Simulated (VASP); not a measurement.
Runs of VASP 6.6.1 on Si3Br. The structure is that of space group P-6m2 (No. 187), or close to it. The cells are those of the table. 

```tsv
task	cell	k mesh	cutoff (eV)	gap on the mesh (eV)	pressure (GPa)	relaxed volume (Å³/atom)	largest force (eV/Å)
relaxation of cell and atoms	relaxed from a = 3.554, b = 3.554, c = 7.267 Å, angles 90.0, 90.0, 120.0°, 4 atoms	6 × 6 × 4	600	none	0.1	(a)	0.02
relaxation of cell and atoms	relaxed from a = 3.607, b = 3.607, c = 7.208 Å, angles 90.0, 90.0, 120.0°, 4 atoms	12 × 12 × 8	600	none	0.0	20.14	-
relaxation of cell and atoms	relaxed from a = 3.145, b = 3.145, c = 9.797 Å, angles 90.0, 90.0, 120.0°, 4 atoms	6 × 6 × 2	600	none	0.2	(b)	0.04
single point	a = 3.607, b = 3.607, c = 7.208 Å, angles 90.0, 90.0, 120.0°, 4 atoms	6 × 6 × 4	520	none	-0.1	-	0.03
single point	a = 3.554, b = 3.554, c = 7.267 Å, angles 90.0, 90.0, 120.0°, 4 atoms	6 × 6 × 2	520	none	0.1	-	-
```

Alike in all rows: level PBE; potentials or basis VASP PAW PBE potentials, release 64 (Si, Br); no spin polarisation; smearing gaussian 0.1 eV.

Problem. Estimate the missing entries.

Solution. (a) 20.22; (b) 19.83.

Caveats: some runs use coarse meshes; an odd number of electrons without spin polarisation forces a metal; a magnetic or distorted state may lie lower.

A k mesh can miss the band edges, and the runs leave out spin-orbit coupling on Br.

A gap of «none» marks levels without a gap at the run's occupations.
